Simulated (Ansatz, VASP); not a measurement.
## One calculation of BN, two programs

File POSCAR:

```
BN
1.0
   -0.0424605750      3.4790743250      2.1398751000
    1.2353843250     -0.0256329000      2.1567027750
    1.2254151000      3.4859327750     -0.0356021250
B N
1 1
Direct
    0.0000500000      0.0000500000      0.9999500000
    0.6666666667      0.6666666667      0.3333333333
```

File INCAR.step1:

```
  PREC = Accurate
  ENCUT = 520
  ISMEAR = -1
  SIGMA = 0.05
  LREAL = F
  LASPH = T
  NELM = 80
  NBANDS = 11
  GGA = PE
  ALGO = Normal
  EDIFF = 1E-4
  LWAVE = T
  LCHARG = F
```

File INCAR.step2:

```
  PREC = Accurate
  ENCUT = 520
  EDIFF = 1E-6
  ISMEAR = -1
  SIGMA = 0.05
  LREAL = F
  LASPH = T
  NELM = 80
  ALGO = Normal
  ISIF = 2
  LWAVE = F
  LCHARG = T
  METAGGA = R2SCAN
  LMIXTAU = T
  LELF = T
  LVHAR = T
  NBANDS = 11
  ISTART = 1
```

KPOINTS

```
Automatic mesh
0
Gamma
  10 10 10
```

Input for Ansatz:

```yaml
crystal:
  lattice:
    - [-0.042460575, 3.479074325, 2.1398751000000003]
    - [1.235384325, -0.0256329, 2.1567027750000003]
    - [1.2254151, 3.485932775, -0.035602125]
  atoms:
    - { symbol: B, position: [5.0e-05, 5.0e-05, 0.99995] }
    - { symbol: "N", position: [0.6666666666666666, 0.6666666666666666, 0.3333333333333333] }
basis:
  ecutwfc: 557.833418042754
kpoints:
  mp_grid:
    grid: [10, 10, 10]
hamiltonian:
  xc: r2scan
scf:
  occupations:
    method: fermi_dirac
    width: 0.05
output:
  stress: true
```

Alike in both runs: task single point; functional r2SCAN; k mesh 10 × 10 × 10; occupations fermi-dirac, width 0.05 eV; no spin polarisation.

|  | VASP | Ansatz |
| --- | --- | --- |
| version | VASP 6.6.1 | Ansatz 0.2.0 |
| potentials or method | VASP PAW PBE potentials, release 64 (B, N), cutoff 520 eV | plane waves, PAW |
| valence electrons in the cell | 8 | 8 |

Ansatz gave:

- pressure (GPa): -0.5
- traceless stress, the component that is largest in VASP (GPa): 5.51

Task: What did VASP give for the same quantities?

Result: Pressure (GPa): -0.1; traceless stress, the component that is largest in VASP (GPa): 5.51.

VASP's potentials were made for PBE, not for r2SCAN.
